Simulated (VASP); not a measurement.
A run of VASP 6.6.1:

File POSCAR:

```
BeTe
1.0
    0.0000000000      2.8569098617      2.8569098617
    2.8569098617      0.0000000000      2.8569098617
    2.8569098617      2.8569098617      0.0000000000
Be Te
1 1
Direct
    0.0000000000      0.0000000000      0.0000000000
    0.2500000000      0.2500000000      0.2500000000
```

The input INCAR.step1:

```
SYSTEM = BeTe
PREC = Accurate
ENCUT = 520
EDIFF = 1E-5
ISMEAR = 0
SIGMA = 0.01
LREAL = .FALSE.
LASPH = .TRUE.
NELM = 100
ALGO = Normal
ISIF = 2
LWAVE = .TRUE.
LCHARG = .FALSE.
GGA = PE
NBANDS = 11
```

Contents of INCAR.step2:

```
SYSTEM = BeTe
PREC = Accurate
ENCUT = 520
EDIFF = 1E-6
ISMEAR = 0
SIGMA = 0.01
LREAL = .FALSE.
LASPH = .TRUE.
NELM = 100
ALGO = Normal
ISIF = 2
LWAVE = .FALSE.
LCHARG = .FALSE.
GGA = PE
LHFCALC = .TRUE.
HFSCREEN = 0.2079
PRECFOCK = Normal
ISTART = 1
NBANDS = 11
```

Contents of KPOINTS:

```
Automatic mesh
0
G
  6 6 6
  0 0 0
```

Potentials or basis: VASP PAW PBE potentials, release 64 (Be, Te).

Run with:

```console
$ cat potpaw_PBE.64/Be/POTCAR potpaw_PBE.64/Te/POTCAR > POTCAR
$ cp INCAR.step1 INCAR
$ mpirun -np 1 vasp_std > vasp.out
$ cp INCAR.step2 INCAR
$ mpirun -np 1 vasp_std > vasp.out
```

Hardware: 1 thread of AMD EPYC 9R45 96-Core Processor (Zen 5) (shared host).

Problem. How long does it take, and how much memory?

Solution. Wall time 8.2 min on 1 thread of AMD EPYC 9R45 96-Core Processor (Zen 5), with other jobs on the host, peak memory 0.27 GiB. Counts: k points 16.
